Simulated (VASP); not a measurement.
Here is a VASP 6.6.1 calculation.

INCAR

```
PREC     = Accurate       # precision mode
ENCUT    = 500            # plane-wave cutoff, eV
EDIFF    = 1E-6           # SCF threshold, eV
ISMEAR   = -1             # smearing method
SIGMA    = 0.1            # smearing width, eV
LREAL    = F              # projectors in reciprocal space
LASPH    = T              # aspherical terms in the spheres
NELM     = 120            # most SCF steps
ALGO     = Normal         # electronic algorithm
ISIF     = 2              # what is computed and relaxed
LWAVE    = F              # write WAVECAR
LCHARG   = F              # write CHGCAR
GGA      = RP             # functional
NBANDS   = 24             # bands
GGA_COMPAT= F
```

The input KPOINTS:

```
Automatic mesh
0
Gamma
  4 4 4
```

POSCAR

```
SnTe3
1.0
    0.0000000000      3.8612190000      3.8612190000
    3.8612190000      0.0000000000      3.8612190000
    3.8612190000      3.8612190000      0.0000000000
Sn Te
1 3
Direct
    0.0000000000      0.0000000000      0.0000000000
    0.2500000000      0.2500000000      0.2500000000
    0.7500000000      0.7500000000      0.7500000000
    0.5000000000      0.5000000000      0.5000000000
```

Potentials or basis: VASP PAW PBE potentials, release 64 (Sn_d, Te).

Command:

```bash
$ cat potpaw_PBE.64/Sn_d/POTCAR potpaw_PBE.64/Te/POTCAR > POTCAR
$ mpirun -np 1 vasp_std > vasp.out
```

Problem. What does it give for the band gap on the k mesh?

Solution. Zero (band 16 reaches 8.20 eV, above the bottom of band 17 at 5.99 eV).

Problem. What does it give for the pressure?

Solution. 1.8 GPa.

Caveat: the PAW data sets were made with another functional, which shifts forces and pressure a little; spin-orbit coupling is left out, which moves the levels of the heavy elements.
